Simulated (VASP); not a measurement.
Crystal: Ir.

```xyz
2
Lattice="2.7514 0.0000 0.0000 -1.3757 2.3828 0.0000 0.0000 0.0000 4.3284" Properties=species:S:1:pos:R:3 pbc="T T T"
Ir    1.3757    0.7943    3.2463
Ir    0.0000    1.5885    1.0821
```

This cell differs from its parent crystal: strain +0.000 along x and y, -0.030 along z.

Base run:

```yaml
Program: VASP 6.6.1
Functional: PBEsol
Potentials_or_basis: VASP PAW PBE potentials, release 64 (Ir_sv_GW)
Cutoff: 500 eV
k_mesh: 18 × 18 × 12
Occupations: gaussian, width 0.15 eV
Spin: no spin polarisation
```

Its results: band gap on the k mesh zero (band 17 reaches 13.81 eV, above the bottom of band 18 at 10.45 eV); pressure -4.5 GPa.

Question: The run is repeated on the same cell with these changes: potentials or basis from VASP PAW PBE potentials, release 64 (Ir_sv_GW) to VASP PAW PBE potentials, release 64 (Ir); cutoff from 500 eV to 520 eV; further incar settings from ALGO = Normal; EDIFF = 1e-06; NBANDS = 24 to ALGO = Normal; EDIFF = 1e-06; NBANDS = 16; valence electrons from 34 to 18. What comes out?

Answer: Band gap on the k mesh zero (band 9 reaches 11.32 eV, above the bottom of band 10 at 7.97 eV); pressure -0.4 GPa.

Caveats: the PAW data sets were made with another functional, which shifts forces and pressure a little; spin-orbit coupling is left out, which moves the levels of the heavy elements.
